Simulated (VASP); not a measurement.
Ga, 1 atom in the cell. The structure is tetragonal, space group I4/mmm (No. 139). The conventional cell has a = 2.808 Å, b = 2.808 Å, c = 4.458 Å, α = 90.00°, β = 90.00°, γ = 90.00°. Within 3.7 Å of Ga (site symmetry 4/mmm) lie 12 Ga at 2.81 to 2.99 Å. 

```yaml
Program: VASP 6.6.1
Task: single point
Functional: PBE
Potentials_or_basis: VASP PAW PBE potentials, release 64 (Ga_d)
Cutoff: 520 eV
k_mesh: 14 × 14 × 16
Occupations: fermi-dirac, width 0.05 eV
Spin: no spin polarisation
Dipole_correction: no
Further_INCAR_settings: ALGO = Normal; EDIFF = 1e-06; NBANDS = 12; ISYM = 0
```

Potentials or basis: VASP PAW PBE potentials, release 64 (Ga_d).

Launch:

```console
$ cat potpaw_PBE.64/Ga_d/POTCAR > POTCAR
$ mpirun -np 1 vasp_std > vasp.out
```

Hardware: 1 thread of Intel(R) Xeon(R) Platinum 8259CL CPU @ 2.50GHz (Skylake/Cascade Lake) (shared host).

Question: How long does it take, and how much memory?

Answer: It took 2.2 min on 1 thread of Intel(R) Xeon(R) Platinum 8259CL CPU @ 2.50GHz (Skylake/Cascade Lake), on a shared host, peak memory 0.41 GiB. Counts: scf iterations 10, k points 1572.
